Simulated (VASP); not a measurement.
# Te: single point with RPBE

Te:

```xyz
1
Lattice="-1.9412 1.9412 1.9412 1.9412 -1.9412 1.9412 1.9412 1.9412 -1.9412" Properties=species:S:1:pos:R:3 pbc="T T T"
Te    0.0000    0.0000    0.0000
```

This isn't the form of Te at room conditions, which is trigonal, of chains.

```
Program                : VASP 6.6.1
Task                   : single point
Functional             : RPBE
Potentials or basis    : VASP PAW PBE potentials, release 64 (Te)
Cutoff                 : 520 eV
k mesh                 : 13 × 13 × 13
Occupations            : fermi-dirac, width 0.1 eV
Spin                   : no spin polarisation
Dipole correction      : no
Further INCAR settings : ALGO = Normal; EDIFF = 1e-07; NBANDS = 9
```

* Pressure: -0.2 GPa
* Band gap on the k mesh: zero (bands 3 and 4 overlap by 5.68 eV)

Levels at points of the mesh, in eV from the Fermi level:
| k point | band 1 | band 2 | band 3 | band 4 | band 5 | band 6 |
| --- | --- | --- | --- | --- | --- | --- |
| (0.00, 0.00, 0.00) | -13.67 | 2.81 | 2.81 | 2.81 | 9.50 | 9.75 |

Wall time 38 s on 1 thread of Intel Xeon 8259CL, with other jobs on the host, peak memory 0.17 GiB.

Caveat: the PAW data sets were made with another functional, which shifts forces and pressure a little; spin-orbit coupling is left out, which moves the levels of the heavy elements.
